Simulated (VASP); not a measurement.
A run of VASP 6.6.1:

Contents of INCAR:

```
SYSTEM = Cr
PREC = Accurate
ENCUT = 520
EDIFF = 1E-6
ISMEAR = 0
SIGMA = 0.05
LREAL = .False.
LASPH = .True.
NELM = 60
ALGO = Fast
ISIF = 2
LWAVE = .False.
LCHARG = .True.
GGA = PE
LELF = .True.
LVHAR = .True.
NBANDS = 12
```

File KPOINTS:

```
Automatic mesh
0
Gamma
  22 22 22
  0 0 0
```

POSCAR

```
Cr
1.0
   -1.4048632615      1.4048632615      1.4048632615
    1.4048632615     -1.4048632615      1.4048632615
    1.4048632615      1.4048632615     -1.4048632615
Cr
1
Direct
    0.0000000000      0.0000000000      0.0000000000
```

Potentials or basis: VASP PAW PBE potentials, release 64 (Cr_pv).

Command:

```bash
$ cat potpaw_PBE.64/Cr_pv/POTCAR > POTCAR
$ mpirun -np 1 vasp_std > vasp.out
```

Hardware: 1 thread of Intel(R) Xeon(R) 6975P-C (Granite Rapids) (shared host).

Question: Estimate the wall time of this run.

Answer: Wall time 15 s on 1 thread of Intel(R) Xeon(R) 6975P-C (Granite Rapids) (shared host), peak memory 0.15 GiB. Counts: scf iterations 12, k points 328.
